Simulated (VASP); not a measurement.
Mo:

```xyz
2
Lattice="2.8000 0.0000 0.0000 -1.4000 2.4249 0.0000 0.0000 0.0000 4.5724" Properties=species:S:1:pos:R:3 pbc="T T T"
Mo    0.0000    1.6166    1.1431
Mo    1.4000    0.8083    3.4293
```

```yaml
Program: VASP 6.6.1
Task: relaxation of cell and atoms
Functional: r2SCAN
Potentials_or_basis: VASP PAW PBE potentials, release 64 (Mo_sv)
Cutoff: 600 eV
k_mesh: 7 × 7 × 4
Occupations: fermi-dirac, width 0.1 eV
Spin: no spin polarisation
```

At the start: pressure 6.6 GPa; volume 15.52 Å³/atom.

Where does the relaxation end?

Over 12 steps the energy falls by 51.5 meV/atom and the volume is 16.10 Å³/atom (+3.7 %); space group P6_3/mmc (No. 194, to 0.05 Å).

The path:
```tsv
step	energy change (eV)	largest force (eV/Å)	pressure (GPa)	volume (Å³)
1	0.0000	0.0000	6.58	31.04
2	0.0689	0.0000	-13.92	33.99
3	-0.0188	0.0000	-0.74	31.95
4	-0.0409	0.0000	-1.25	32.10
5	-0.1003	0.0000	-2.08	32.45
6	-0.0985	0.0000	-1.99	32.53
7	-0.1012	0.0000	-2.08	32.48
8	-0.0673	0.0000	9.10	31.22
9	-0.1028	0.0000	-0.25	32.25
10	-0.1028	0.0000	-0.20	32.25
11	-0.1029	0.0000	0.18	32.18
12	-0.1030	0.0000	-0.01	32.21
```

Final structure:
```yaml
crystal:
  lattice:
    - [2.74226, 0.00000, 0.00000]
    - [-1.37113, 2.37487, 0.00000]
    - [0.00000, 0.00000, 4.94546]
  atoms:
    - { symbol: Mo, position: [0.33333, 0.66667, 0.25000] }
    - { symbol: Mo, position: [0.66667, 0.33333, 0.75000] }
```

Caveat: the k points lie up to 0.38 Å⁻¹ apart in the final cell; the PAW data sets were made with another functional, which shifts forces and pressure a little.
